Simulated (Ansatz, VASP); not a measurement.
Two plane-wave programs on Zr2N

POSCAR

```
Zr2N
1.0
    5.4130027300      0.0000000000      0.0000000000
    0.0000000000      5.4130027300      0.0000000000
    0.0000000000      0.0000000000      3.3077891900
Zr N
4 2
Direct
    0.2961254600      0.2961254600      0.0000000000
    0.7038745400      0.7038745400      0.0000000000
    0.7961254600      0.2038745400      0.5000000000
    0.2038745400      0.7961254600      0.5000000000
    0.0000000000      0.0000000000      0.0000000000
    0.5000000000      0.5000000000      0.5000000000
```

The input INCAR.step1:

```
ALGO = Normal
EDIFF = 1E-4
ENCUT = 520
GGA = PE
ISMEAR = 1
LASPH = T
LCHARG = F
LREAL = F
LWAVE = T
NBANDS = 38
NELM = 100
PREC = Accurate
SIGMA = 0.2
```

The input INCAR.step2:

```
ALGO = Normal
EDIFF = 1E-7
ENCUT = 520
ISIF = 2
ISMEAR = 1
ISTART = 1
LASPH = T
LCHARG = F
LMIXTAU = T
LREAL = F
LWAVE = F
METAGGA = R2SCAN
NBANDS = 38
NELM = 100
PREC = Accurate
SIGMA = 0.2
```

The input KPOINTS:

```
k-points
0
Gamma
  8 8 10
```

Input for Ansatz:

```yaml
crystal:
  lattice:
    - [5.41300273, 0.0, 0.0]
    - [0.0, 5.41300273, 0.0]
    - [0.0, 0.0, 3.30778919]
  atoms:
    - { symbol: Zr, position: [0.29612546, 0.29612546, 0.0] }
    - { symbol: Zr, position: [0.70387454, 0.70387454, 0.0] }
    - { symbol: Zr, position: [0.79612546, 0.20387454, 0.5] }
    - { symbol: Zr, position: [0.20387454, 0.79612546, 0.5] }
    - { symbol: "N", position: [0.0, 0.0, 0.0] }
    - { symbol: "N", position: [0.5, 0.5, 0.5] }
basis:
  ecutwfc: 500
kpoints:
  mp_grid: { grid: [8, 8, 10] }
hamiltonian:
  xc: r2scan
scf:
  occupations: { method: cold, width: 0.2 }
output:
  forces: true
  stress: true
  eigenvalues: true
```

Alike in both runs: task single point; functional r2SCAN; k mesh 8 × 8 × 10; no spin polarisation.

|  | VASP | Ansatz |
| --- | --- | --- |
| version | VASP 6.6.1 | Ansatz 0.2.0 |
| potentials or method | VASP PAW PBE potentials, release 64 (Zr_sv, N), cutoff 520 eV | scalar-relativistic, plane waves, PAW |
| occupations | methfessel-paxton of order 1, width 0.2 eV | cold, width 0.2 eV |
| valence electrons in the cell | 58 | 58 |

```csv
,VASP,Ansatz,Ansatz less VASP
gap on the k mesh at the Fermi level (eV),none,none,-
pressure (GPa),-0.1,-0.2,-0.12
"traceless stress, the component that is largest in VASP (GPa)",-0.45,-0.38,+0.065
rms of the force components (eV/Å),0.017,0.019,+0.0014
```

VASP's potentials were made for PBE, not for r2SCAN. Atom by atom the forces differ by 0.001 eV/Å (rms over components). A gap of «none» marks a metal or a gap that the smearing closes.
